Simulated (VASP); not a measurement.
# AlNi3 (R-3m) in VASP: notebook, part 2 of 3

VASP 6.6.1. Earlier steps stand in the parts before.

## Step 3: Single point, PBEsol (10.78 Å³/atom)

Contents of INCAR:

```
  PREC = Accurate
  ENCUT = 520
  EDIFF = 1E-6
  ISMEAR = 0
  SIGMA = 0.15
  LREAL = F
  LASPH = T
  NELM = 80
  ALGO = Fast
  ISIF = 2
  LWAVE = F
  LCHARG = F
  GGA = PS
  NBANDS = 24
```

Contents of KPOINTS:

```
regular mesh
0
Gamma
  14 14 14
```

Contents of POSCAR:

```
AlNi3
1.0
   -0.1989723436      2.6874736474      2.6874736474
    2.6874736474     -0.1989723436      2.6874736474
    2.6874736474      2.6874736474     -0.1989723436
Al Ni
1 3
Direct
    0.5000000000      0.5000000000      0.5000000000
    0.2500000000      0.2500000000      0.2500000000
    0.0000000000      0.0000000000      0.0000000000
    0.7500000000      0.7500000000      0.7500000000
```

Potentials or basis: VASP PAW PBE potentials, release 64 (Al, Ni).

On the command line:

```bash
$ cat potpaw_PBE.64/Al/POTCAR potpaw_PBE.64/Ni/POTCAR > POTCAR
$ mpirun -np 1 vasp_std > vasp.out
```

OUTCAR:

```text
PREC = Accurate
   ENCUT = 520
   EDIFF = 1E-6
   ISMEAR = 0
   LREAL = F
   LASPH = T
   NELM = 80
   ISIF = 2
   GGA = PS

 ion  position               nearest neighbor table
   1  0.500  0.500  0.500-   2 2.24   4 2.24   2 2.47   2 2.47   4 2.47   4 2.47   2 2.47   4 2.47
                             3 2.79   3 2.79   3 2.79   3 2.79   3 2.79   3 2.79
   2  0.250  0.250  0.250-   1 2.24   3 2.24   3 2.47   3 2.47   1 2.47   1 2.47   3 2.47   1 2.47
                             4 2.79   4 2.79   4 2.79   4 2.79   4 2.79   4 2.79
   3  0.000  0.000  0.000-   2 2.24   4 2.24   4 2.47   4 2.47   2 2.47   2 2.47   4 2.47   2 2.47
                             1 2.79   1 2.79   1 2.79   1 2.79   1 2.79   1 2.79
   4  0.750  0.750  0.750-   1 2.24   3 2.24   1 2.47   1 2.47   3 2.47   3 2.47   1 2.47   3 2.47
                             2 2.79   2 2.79   2 2.79   2 2.79   2 2.79   2 2.79

  LATTYP: Found a trigonal (rhomboedric) cell.
 ALAT       =     3.8058664197
 COS(alpha) =     0.4247987923

  Lattice vectors:

 A1 = (  -0.1989723436,   2.6874736474,   2.6874736474)
 A2 = (   2.6874736474,  -0.1989723436,   2.6874736474)
 A3 = (   2.6874736474,   2.6874736474,  -0.1989723436)

[... 178 lines left out ...]

 E-fermi :  10.1006     XC(G=0): -13.0640

 val. band max:       10.0993358649   @ k =  -0.2857   0.5000   0.2143
 cond. band min:      10.1051118216   @ k =  -0.2857  -0.4286   0.0714
 fundamental gap:      0.0057759568
 Fermi energy:        10.1006353881

 k-point     1 :       0.0000    0.0000    0.0000
  band No.  band energies     occupation
      1      -0.2563      2.00000
      2       6.3461      2.00000
      3       6.3461      2.00000
      4       6.4257      2.00000
      5       6.4257      2.00000
      6       6.6574      2.00000
[... 637 lines left out ...]
     23      18.0475      0.00000
     24      19.7923      0.00000

 [... further k-points ...]

------------------------ aborting loop because EDIFF is reached ----------------------------------------

  FORCE on cell =-STRESS in cart. coord.  units (eV):
  Direction    XX          YY          ZZ          XY          YZ          ZX
  --------------------------------------------------------------------------------------
  -------------------------------------------------------------------------------------
  Total        1.8100321      1.8100321      1.8100321      3.8176722      3.8176722      3.8176722
  in kB       67.2477615     67.2477615     67.2477615    141.8372087    141.8372087    141.8372087
  external PRESSURE =      67.2477615 kB  Pullay stress =       0.0000000 kB

 VOLUME and BASIS-vectors are now :
 -----------------------------------------------------------------------------
  energy-cutoff  :      520.00
  volume of cell :       43.12
      direct lattice vectors                 reciprocal lattice vectors
    -0.198972344  2.687473647  2.687473647    -0.166564433  0.179882375  0.179882375
     2.687473647 -0.198972344  2.687473647     0.179882375 -0.166564433  0.179882375
     2.687473647  2.687473647 -0.198972344     0.179882375  0.179882375 -0.166564433

 POSITION                                       TOTAL-FORCE (eV/Angst)
 -----------------------------------------------------------------------------------
      2.58799      2.58799      2.58799        -0.000000      0.000000      0.000000
      1.29399      1.29399      1.29399         0.103469      0.103469      0.103469
      0.00000      0.00000      0.00000        -0.000000      0.000000      0.000000
      3.88198      3.88198      3.88198        -0.103469     -0.103469     -0.103469
 -----------------------------------------------------------------------------------
    total drift:                                0.000000     -0.000000      0.000000

  FREE ENERGIE OF THE ION-ELECTRON SYSTEM (eV)
  ---------------------------------------------------
  free  energy   TOTEN  =       -23.6852667544 eV

  energy  without entropy=      -23.6555899742  energy(sigma->0) =      -23.67042836
```

OSZICAR:

```text
N       E                     dE             d eps       ncg     rms          rms(c)
DAV:   1     0.185890521352E+03    0.18589E+03   -0.14242E+04 14112   0.177E+03
DAV:   2    -0.185352409653E+02   -0.20443E+03   -0.19243E+03 13848   0.321E+02
DAV:   3    -0.274868148034E+02   -0.89516E+01   -0.85379E+01 16696   0.923E+01
DAV:   4    -0.276228152864E+02   -0.13600E+00   -0.13592E+00 16880   0.995E+00
DAV:   5    -0.276271944686E+02   -0.43792E-02   -0.43791E-02 17824   0.164E+00    0.197E+01
RMM:   6    -0.272503119192E+02    0.37688E+00   -0.39180E+01 15135   0.736E+01    0.176E+01
RMM:   7    -0.239180882567E+02    0.33322E+01   -0.10642E+01 14057   0.408E+01    0.683E+00
RMM:   8    -0.240311077413E+02   -0.11302E+00   -0.75826E-01 14900   0.977E+00    0.670E+00
RMM:   9    -0.237021796530E+02    0.32893E+00   -0.23074E-01 15057   0.564E+00    0.889E-01
RMM:  10    -0.236865845719E+02    0.15595E-01   -0.32975E-02 14870   0.159E+00    0.463E-01
RMM:  11    -0.236850820416E+02    0.15025E-02   -0.95367E-03 16670   0.963E-01    0.179E-01
RMM:  12    -0.236853545580E+02   -0.27252E-03   -0.25873E-03 16202   0.542E-01    0.141E-01
RMM:  13    -0.236852313634E+02    0.12319E-03   -0.10499E-03 17021   0.305E-01    0.336E-02
RMM:  14    -0.236852623853E+02   -0.31022E-04   -0.34590E-04 18441   0.123E-01    0.133E-02
RMM:  15    -0.236852664880E+02   -0.41028E-05   -0.58123E-05 19383   0.458E-02    0.664E-03
RMM:  16    -0.236852667544E+02   -0.26638E-06   -0.48911E-06 12107   0.158E-02
   1 F= -.23685267E+02 E0= -.23670428E+02  d E =-.296768E-01
```

Wall time 2.2 min (1 thread of Intel Xeon 6975P-C (Granite Rapids), shared host); peak memory 0.35 GiB.

Results:

```yaml
Free_energy: -23.6853 eV
Pressure: 6.7 GPa
Largest_force: 0.179 eV/Å
Band_gap_on_the_k_mesh: zero (an odd number of electrons rules out a gap without spin polarisation)
```

Forces on the atoms (eV/Å):
```
Al   0.000  0.000  0.000
Ni   0.103  0.103  0.103
Ni   0.000  0.000  0.000
Ni  -0.103 -0.103 -0.103
```

Caveat: the cell stands under pressure; the PAW data sets were made with another functional, which shifts forces and pressure a little. Spin polarisation is off, so any magnetic state and its effect on volume and gap are missing.

## Step 4: Single point, PBEsol (10.78 Å³/atom)

Contents of INCAR:

```
PREC     = Accurate       # precision mode
ENCUT    = 520            # plane-wave cutoff, eV
EDIFF    = 1E-6           # SCF threshold, eV
ISMEAR   = 0              # smearing method
SIGMA    = 0.15           # smearing width, eV
LREAL    = False          # projectors in reciprocal space
LASPH    = True           # aspherical terms in the spheres
NELM     = 60             # most SCF steps
ALGO     = Fast           # electronic algorithm
ISIF     = 2              # what is computed and relaxed
LWAVE    = False          # write WAVECAR
LCHARG   = False          # write CHGCAR
GGA      = PS             # functional
NBANDS   = 24             # bands
```

KPOINTS is that of step 3.

Contents of POSCAR:

```
AlNi3
1.0
   -0.3280745246      2.6293280407      2.6293280407
    2.6293280407     -0.3280745246      2.6293280407
    2.6293280407      2.6293280407     -0.3280745246
Al Ni
1 3
Direct
    0.5000000000      0.5000000000      0.5000000000
    0.2500000000      0.2500000000      0.2500000000
    0.0000000000      0.0000000000      0.0000000000
    0.7500000000      0.7500000000      0.7500000000
```

On the command line:

```bash
$ cat potpaw_PBE.64/Al/POTCAR potpaw_PBE.64/Ni/POTCAR > POTCAR
$ mpirun -np 1 vasp_std > vasp.out
```

Wall time 2.2 min (1 thread of Intel Xeon 6975P-C (Granite Rapids), shared host); peak memory 0.35 GiB.

It converged, with:

| Property | Result |
| --- | --- |
| Free energy | -22.8951 eV |
| Pressure | 13.1 GPa |
| Largest force | 0.336 eV/Å |
| Band gap on the k mesh | zero (an odd number of electrons rules out a gap without spin polarisation) |

Forces on the atoms (eV/Å):
```
Al   0.000  0.000  0.000
Ni   0.194  0.194  0.194
Ni   0.000  0.000  0.000
Ni  -0.194 -0.194 -0.194
```

Stress tensor (GPa, compression positive):
```
13.09 26.50 26.50
26.50 13.09 26.50
26.50 26.50 13.09
```

Levels at points of the mesh, in eV from the Fermi level:
```tsv
k point	band 12	band 13	band 14	band 15	band 16	band 17	band 18	band 19	band 20	band 21
(0.00, 0.00, 0.00)	-0.75	-0.68	-0.68	-0.39	-0.39	4.77	4.77	5.33	5.62	5.62
(0.50, 0.00, 0.00)	-1.69	-0.81	-0.70	-0.43	-0.38	-0.13	4.47	4.59	4.94	5.07
(0.50, 0.50, 0.00)	-1.18	-0.84	-0.64	-0.54	-0.42	-0.17	-0.13	-0.02	3.45	5.88
(0.50, 0.50, 0.50)	-1.81	-0.97	-0.97	-0.36	-0.36	-0.12	3.38	3.38	4.02	4.02
```

Caveat: the cell stands under pressure; the PAW data sets were made with another functional, which shifts forces and pressure a little.

## Step 5: Single point, PBEsol (10.43 Å³/atom)

This run uses another cell than the first one, of 10.43 Å³/atom.

Contents of INCAR:

```
SYSTEM = AlNi3
PREC     = Accurate       ! precision mode
ENCUT    = 520            ! plane-wave cutoff, eV
EDIFF    = 1E-6           ! SCF threshold, eV
ISMEAR   = 0              ! smearing method
SIGMA    = 0.15           ! smearing width, eV
LREAL    = .FALSE.        ! projectors in reciprocal space
LASPH    = .TRUE.         ! aspherical terms in the spheres
NELM     = 60             ! most SCF steps
ALGO     = Fast           ! electronic algorithm
ISIF     = 2              ! what is computed and relaxed
LWAVE    = .FALSE.        ! write WAVECAR
LCHARG   = .TRUE.         ! write CHGCAR
GGA      = PS             ! functional
LELF     = .TRUE.         ! ELF
LVHAR    = .TRUE.       
NBANDS   = 24             ! bands
```

Contents of KPOINTS:

```
Automatic mesh
0
G
  14 14 14
  0 0 0
```

Contents of POSCAR:

```
AlNi3
1.0
   -0.1967891438      2.6579856698      2.6579856698
    2.6579856698     -0.1967891438      2.6579856698
    2.6579856698      2.6579856698     -0.1967891438
Al Ni
1 3
Direct
    0.5000000000      0.5000000000      0.5000000000
    0.2500000000      0.2500000000      0.2500000000
    0.0000000000      0.0000000000      0.0000000000
    0.7500000000      0.7500000000      0.7500000000
```

On the command line:

```bash
$ cat potpaw_PBE.64/Al/POTCAR potpaw_PBE.64/Ni/POTCAR > POTCAR
$ mpirun -np 1 vasp_std > vasp.out
```

Run time: 4.3 min. Hardware: 1 thread of AMD EPYC 9R45 (Zen 5), shared host; peak memory 0.32 GiB.

It converged, with:

```yaml
Free_energy: -23.5927 eV
Pressure: 14.6 GPa
Largest_force: 0.204 eV/Å
Band_gap_on_the_k_mesh: zero (an odd number of electrons rules out a gap without spin polarisation)
```

Forces in eV/Å, atoms in the order of the input:
```
Al   0.000  0.000  0.000
Ni   0.118  0.118  0.118
Ni   0.000  0.000  0.000
Ni  -0.118 -0.118 -0.118
```

Stress tensor (GPa, compression positive):
```
14.61 15.75 15.75
15.75 14.61 15.75
15.75 15.75 14.61
```

Levels at points of the mesh, in eV from the Fermi level:
| k point | band 12 | band 13 | band 14 | band 15 | band 16 | band 17 | band 18 | band 19 | band 20 | band 21 |
| --- | --- | --- | --- | --- | --- | --- | --- | --- | --- | --- |
| (0.00, 0.00, 0.00) | -0.86 | -0.64 | -0.64 | -0.48 | -0.48 | 5.13 | 5.13 | 5.87 | 5.93 | 5.93 |
| (0.50, 0.00, 0.00) | -1.80 | -0.78 | -0.63 | -0.52 | -0.45 | -0.15 | 4.56 | 4.61 | 5.13 | 5.19 |
| (0.50, 0.50, 0.00) | -1.18 | -0.82 | -0.68 | -0.65 | -0.49 | -0.42 | -0.23 | -0.04 | 4.04 | 5.56 |
| (0.50, 0.50, 0.50) | -1.89 | -0.89 | -0.89 | -0.43 | -0.43 | -0.13 | 3.82 | 3.82 | 4.49 | 4.49 |

Caveat: the cell stands under pressure; the PAW data sets were made with another functional, which shifts forces and pressure a little. Spin polarisation is off, so any magnetic state and its effect on volume and gap are missing.

[end of part 2 of 3]
